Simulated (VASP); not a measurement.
Al, 1 atom in the cell. Symmetry: Fm-3m, No. 225, cubic system. The conventional cell has a = 4.040 Å, b = 4.040 Å, c = 4.040 Å, α = 90.00°, β = 90.00°, γ = 90.00°. Within 3.8 Å of Al (site symmetry m-3m) lie 12 Al at 2.86 Å. 

```yaml
Program: VASP 6.6.1
Task: single point
Functional: PBE
Potentials_or_basis: VASP PAW PBE potentials, release 64 (Al)
Cutoff: 520 eV
k_mesh: 24 × 24 × 24
Occupations: gaussian, width 0.1 eV
Spin: no spin polarisation
Dipole_correction: no
Further_INCAR_settings: ALGO = Normal; EDIFF = 1e-06; NBANDS = 8
```

Potentials or basis: VASP PAW PBE potentials, release 64 (Al).

The run is started by

```bash
$ cat potpaw_PBE.64/Al/POTCAR > POTCAR
$ mpirun -np 1 vasp_std > vasp.out
```

Hardware: 1 thread of Intel(R) Xeon(R) Platinum 8488C (Sapphire Rapids), with other jobs on the host.

Problem. How long does it take, and how much memory?

Solution. It took 35 s on 1 thread of Intel(R) Xeon(R) Platinum 8488C (Sapphire Rapids), with other jobs on the host, peak memory 0.16 GiB. Counts: scf iterations 10, k points 413.
